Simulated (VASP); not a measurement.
# LiBe (Fm-3m) in VASP: a series of runs, part 2 of 2

VASP 6.6.1. Earlier steps stand in the parts before.

**5. Relaxation of cell and atoms, r2SCAN, target pressure 40 GPa, at which the enthalpy is minimised**

This run uses another cell than the first one, of 11.93 Å³/atom.

The input, POSCAR:

```
LiBe
1.0
    0.0000000000      2.2850000000      2.2850000000
    2.2850000000      0.0000000000      2.2850000000
    2.2850000000      2.2850000000      0.0000000000
Li Be
1 1
Direct
    0.0000000000      0.0000000000      0.0000000000
    0.5000000000      0.5000000000      0.5000000000
```

The input, INCAR.step1:

```
PREC     = Accurate       # precision mode
ENCUT    = 830            # plane-wave cutoff, eV
ISMEAR   = 1              # smearing method
SIGMA    = 0.1            # smearing width, eV
LREAL    = F              # projectors in reciprocal space
LASPH    = T              # aspherical terms in the spheres
NELM     = 120            # most SCF steps
GGA      = PE             # functional
ALGO     = Normal         # electronic algorithm
EDIFF    = 1E-5           # SCF threshold, eV
LWAVE    = T              # write WAVECAR
LCHARG   = F              # write CHGCAR
GGA_COMPAT= F            
IBRION   = 2              # ionic algorithm
ISIF     = 3              # what is computed and relaxed
EDIFFG   = -0.005         # ionic threshold
NELMIN   = 4            
NSW      = 100            # ionic steps
```

The input, INCAR.step2:

```
PREC     = Accurate       # precision mode
ENCUT    = 830            # plane-wave cutoff, eV
EDIFF    = 1E-7           # SCF threshold, eV
ISMEAR   = 1              # smearing method
SIGMA    = 0.1            # smearing width, eV
LREAL    = F              # projectors in reciprocal space
LASPH    = T              # aspherical terms in the spheres
NELM     = 120            # most SCF steps
ALGO     = Normal         # electronic algorithm
ISIF     = 3              # what is computed and relaxed
LWAVE    = F              # write WAVECAR
LCHARG   = F              # write CHGCAR
METAGGA  = R2SCAN         # meta-GGA
LMIXTAU  = T            
IBRION   = 2              # ionic algorithm
NSW      = 80             # ionic steps
EDIFFG   = -0.02          # ionic threshold
PSTRESS  = 400.0        
ISTART   = 1            
GGA_COMPAT= F            
NELMIN   = 4
```

The input, KPOINTS:

```
regular mesh
0
Gamma
  8 8 8
```

Launch:

```bash
$ cat potpaw_PBE.64/Li_sv/POTCAR potpaw_PBE.64/Be/POTCAR > POTCAR
$ cp INCAR.step1 INCAR
$ mpirun -np 1 vasp_std > vasp.out
$ cp INCAR.step2 INCAR
$ mpirun -np 1 vasp_std > vasp.out
```

Wall time 77 s (1 thread of Intel Xeon Platinum 8488C (Sapphire Rapids), shared host); peak memory 0.17 GiB.

Results (log left out):

- Free energy: -4.1629 eV
- Relaxed volume: 7.82 Å³/atom
- Relaxed cell: a = 2.807 Å, b = 2.807 Å, c = 2.807 Å, α = 60.00°, β = 60.00°, γ = 60.00°
- Space group after relaxing (to 0.1 Å): Fm-3m (No. 225)
- Energy change on relaxing (the run minimises the enthalpy): +406.2 meV/atom
- Ionic steps: 2
- Pressure after relaxing: 39.7 GPa
- Band gap on the k mesh: zero (an odd number of electrons rules out a gap without spin polarisation)

Step by step:
```
step  energy change (eV)  largest force (eV/Å)  pressure (GPa)  volume (Å³)
   1              0.0000                0.0000            3.42        23.86
   2              0.8125                0.0000           39.69        15.64
```

Final structure:
```yaml
crystal:
  lattice:
    - [0.00000, 1.98476, 1.98476]
    - [1.98476, 0.00000, 1.98476]
    - [1.98476, 1.98476, 0.00000]
  atoms:
    - { symbol: Li, position: [0.00000, 0.00000, 0.00000] }
    - { symbol: Be, position: [0.50000, 0.50000, 0.50000] }
```

Levels at points of the mesh, in eV from the Fermi level:
| k point | band 1 | band 2 | band 3 | band 4 | band 5 | band 6 |
| --- | --- | --- | --- | --- | --- | --- |
| (0.00, 0.00, 0.00) | -47.37 | -8.40 | 9.76 | 9.76 | 9.76 | 17.22 |
| (0.50, 0.00, 0.00) | -47.30 | -4.35 | -2.68 | 8.71 | 8.71 | 12.46 |
| (0.50, 0.50, 0.00) | -47.27 | -4.45 | 1.98 | 3.17 | 3.17 | 8.46 |

Caveat: the cell is relaxed towards a set pressure, so the run minimises the enthalpy, not the energy; the volume moved by over 15 % at a fixed basis, so the end points are rough; the PAW data sets were made with another functional, which shifts forces and pressure a little.

**6. Relaxation of cell and atoms, r2SCAN, target pressure 60 GPa, at which the enthalpy is minimised**

This run uses another cell than the first one, of 11.93 Å³/atom.

POSCAR is that of step 5.

The input, INCAR.step1:

```
SYSTEM = LiBe
PREC = Accurate
ENCUT = 830
ISMEAR = 1
SIGMA = 0.1
LREAL = .FALSE.
LASPH = .TRUE.
NELM = 120
GGA = PE
ALGO = Normal
EDIFF = 1E-5
LWAVE = .TRUE.
LCHARG = .FALSE.
GGA_COMPAT = .FALSE.
IBRION = 2
ISIF = 3
EDIFFG = -0.005
NELMIN = 4
NSW = 100
```

The input, INCAR.step2:

```
SYSTEM = LiBe
PREC = Accurate
ENCUT = 830
EDIFF = 1E-7
ISMEAR = 1
SIGMA = 0.1
LREAL = .FALSE.
LASPH = .TRUE.
NELM = 120
ALGO = Normal
ISIF = 3
LWAVE = .FALSE.
LCHARG = .FALSE.
METAGGA = R2SCAN
LMIXTAU = .TRUE.
IBRION = 2
NSW = 80
EDIFFG = -0.02
PSTRESS = 600.0
ISTART = 1
GGA_COMPAT = .FALSE.
NELMIN = 4
```

The input, KPOINTS:

```
regular mesh
0
G
  8 8 8
  0 0 0
```

Potentials or basis: VASP PAW PBE potentials, release 64 (Li_sv, Be).

Launch:

```bash
$ cat potpaw_PBE.64/Li_sv/POTCAR potpaw_PBE.64/Be/POTCAR > POTCAR
$ cp INCAR.step1 INCAR
$ mpirun -np 1 vasp_std > vasp.out
$ cp INCAR.step2 INCAR
$ mpirun -np 1 vasp_std > vasp.out
```

Wall time 4.9 min (1 thread of Intel Xeon Platinum 8488C (Sapphire Rapids), shared host); peak memory 0.19 GiB.

Results (log left out):

| Quantity | Value |
| --- | --- |
| Free energy | -3.6455 eV |
| Relaxed volume | 6.97 Å³/atom |
| Relaxed cell | a = 2.701 Å, b = 2.701 Å, c = 2.701 Å, α = 60.00°, β = 60.00°, γ = 60.00° |
| Space group after relaxing (to 0.1 Å) | Fm-3m (No. 225) |
| Energy change on relaxing (the run minimises the enthalpy) | +664.9 meV/atom |
| Ionic steps | 17 |
| Pressure after relaxing | 59.7 GPa |
| Band gap on the k mesh | zero (an odd number of electrons rules out a gap without spin polarisation) |

The path:
| step | energy change (eV) | largest force (eV/Å) | pressure (GPa) | volume (Å³) |
| --- | --- | --- | --- | --- |
| 1 | 0.0000 | 0.0000 | 3.42 | 23.86 |
| 2 | 2.1958 | 0.0000 | 90.91 | 12.07 |
| 3 | 1.4163 | 0.0000 | 63.20 | 13.71 |
| 4 | 1.3161 | 0.0000 | 59.10 | 13.97 |
| 5 | 1.3164 | 0.0000 | 59.11 | 13.97 |
| 6 | 1.3172 | 0.0000 | 59.14 | 13.97 |
| 7 | 1.3172 | 0.0000 | 59.14 | 13.97 |
| 8 | 1.3172 | 0.0000 | 59.14 | 13.97 |
| 9 | 1.3172 | 0.0000 | 59.14 | 13.97 |
| 10 | 1.3173 | 0.0000 | 59.14 | 13.97 |
| 11 | 1.3174 | 0.0000 | 59.15 | 13.97 |
| 12 | 1.3176 | 0.0000 | 59.16 | 13.97 |
| 13 | 1.3180 | 0.0000 | 59.17 | 13.97 |
| 14 | 1.3188 | 0.0000 | 59.21 | 13.96 |
| 15 | 1.3203 | 0.0000 | 59.27 | 13.96 |
| 16 | 1.3235 | 0.0000 | 59.40 | 13.95 |
| 17 | 1.3299 | 0.0000 | 59.67 | 13.93 |

Final structure:
```
Li Be
1.0
     0.00000    1.90991    1.90991
     1.90991    0.00000    1.90991
     1.90991    1.90991    0.00000
Li Be
1 1
Cartesian
  0.0000 0.0000 0.0000
  1.9099 1.9099 1.9099
```

Levels at points of the mesh, in eV from the Fermi level:
```tsv
k point	band 1	band 2	band 3	band 4	band 5	band 6
(0.00, 0.00, 0.00)	-47.47	-8.62	10.65	10.65	10.65	18.40
(0.50, 0.00, 0.00)	-47.37	-4.51	-2.75	9.51	9.51	13.28
(0.50, 0.50, 0.00)	-47.33	-4.88	2.72	3.42	3.42	8.92
```

Caveat: the cell is relaxed towards a set pressure, so the run minimises the enthalpy, not the energy; the volume moved by over 15 % at a fixed basis, so the end points are rough; the PAW data sets were made with another functional, which shifts forces and pressure a little.

**7. The runs side by side**

```csv
task,cell,gap on the mesh (eV),pressure (GPa)
single point,"a = 3.343 Å, angles 60.0°, 2 atoms",none,0.1
relaxation of cell and atoms,"relaxed from a = 3.231 Å, angles 60.0°, 2 atoms",none,0.1
relaxation of cell and atoms,"relaxed to 20 GPa from a = 3.231 Å, angles 60.0°, 2 atoms",none,20.0
relaxation of cell and atoms,"relaxed to 40 GPa from a = 3.231 Å, angles 60.0°, 2 atoms",none,39.7
relaxation of cell and atoms,"relaxed to 60 GPa from a = 3.231 Å, angles 60.0°, 2 atoms",none,59.7
```

Alike in all rows: level r2SCAN; potentials or basis VASP PAW PBE potentials, release 64 (Li_sv, Be); no spin polarisation; k mesh 8 × 8 × 8; cutoff (eV) 830; smearing methfessel-paxton 0.1 eV.

Caveats: the PAW data sets were made with another functional, which shifts forces and pressure a little; the cell is relaxed towards a set pressure, so the run minimises the enthalpy, not the energy (at least some runs); the volume moved by over 15 % at a fixed basis, so the end points are rough (at least some runs).

Absolute energies hang on the potentials; compare differences alone.
